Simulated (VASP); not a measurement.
Wanted: the native input for a VASP 6.6.1 run.

| Item | Value |
| --- | --- |
| Task | single point |
| Functional | PBE |
| Potentials or basis | VASP PAW PBE potentials, release 64 (C, B) |
| Cutoff | 520 eV |
| k mesh | 2 × 2 × 1 |
| Occupations | fermi-dirac, width 0.02 eV |
| Spin | collinear spin |
| Starting moments | [0.0, 0.0, 0.0, 0.0, 0.0, 0.0, 0.0, 0.0, 0.0, 0.0, 0.0, 0.0, 0.0, 0.0, 0.0, 0.0, 0.0, 0.0, 1.0] μB |
| Dipole correction | no |
| Further INCAR settings | LREAL = Auto; ALGO = Normal; EDIFF = 1e-07; NBANDS = 56 |

The structure of BC18 lies in POSCAR:

```
BC18
1.0
    7.3980000000      0.0000000000      0.0000000000
   -3.6990000000      6.4068560000      0.0000000000
    0.0000000000      0.0000000000     11.0000000000
C B
18 1
Direct
    0.0130716769      0.0479330267      0.0960272727
    0.2429018475      0.1585801210      0.0635636364
    0.0003258830      0.3805922905      0.0740727273
    0.2165866384      0.4863227767      0.0853090909
    0.0092386117      0.7072579749      0.1085272727
    0.2152985682      0.8101321459      0.0957363636
    0.3317434847      0.0322623140      0.0967000000
    0.5560285258      0.1472016852      0.0782090909
    0.3369720428      0.3808108064      0.0759727273
    0.5617081502      0.4741327103      0.0822090909
    0.3182634142      0.6890275043      0.1089909091
    0.5523243509      0.8218695722      0.1097090909
    0.6681608339      0.0379437278      0.1047090909
    0.9077606454      0.1566134778      0.0762909091
    0.6693122075      0.3648747529      0.0805909091
    0.8846905376      0.4898190314      0.0955090909
    0.6734528669      0.6985953797      0.0925727273
    0.9005862797      0.8244761549      0.1109909091
    0.1997021006      0.2164087971      0.2178090909
```

One way to write it, as run:

INCAR

```
PREC = Accurate
ENCUT = 520
EDIFF = 1E-7
ISMEAR = -1
SIGMA = 0.02
LREAL = Auto
LASPH = True
NELM = 150
ALGO = Normal
ISIF = 2
LWAVE = False
LCHARG = True
ISPIN = 2
MAGMOM = 0 0 0 0 0 0 0 0 0 0 0 0 0 0 0 0 0 0 1
LORBIT = 11
GGA = PE
LELF = True
LVHAR = True
NBANDS = 56
```

KPOINTS

```
Automatic mesh
0
Gamma
  2 2 1
```

Potentials or basis: VASP PAW PBE potentials, release 64 (C, B).

Launch:

```sh
$ cat potpaw_PBE.64/C/POTCAR potpaw_PBE.64/B/POTCAR > POTCAR
$ mpirun -np 1 vasp_std > vasp.out
```

It gave:

* Largest force: 7.675 eV/Å
* Net moment: 0.00 μB per cell
* Valence electrons inside the program's atomic spheres: C 2.63, 2.61, 2.64, 2.74, 2.73, 2.72, 2.62, 2.67, 2.52, 2.57, 2.66, 2.50, 2.58 (each value once); B 1.52

Caveat: the k points lie up to 0.49 Å⁻¹ apart; the atoms stand as in a frame of molecular dynamics; there is no dipole correction, which matters where the two faces differ.

It took 7.4 min on 1 thread of Intel(R) Xeon(R) Platinum 8488C (Sapphire Rapids), on a shared host, peak memory 0.79 GiB.
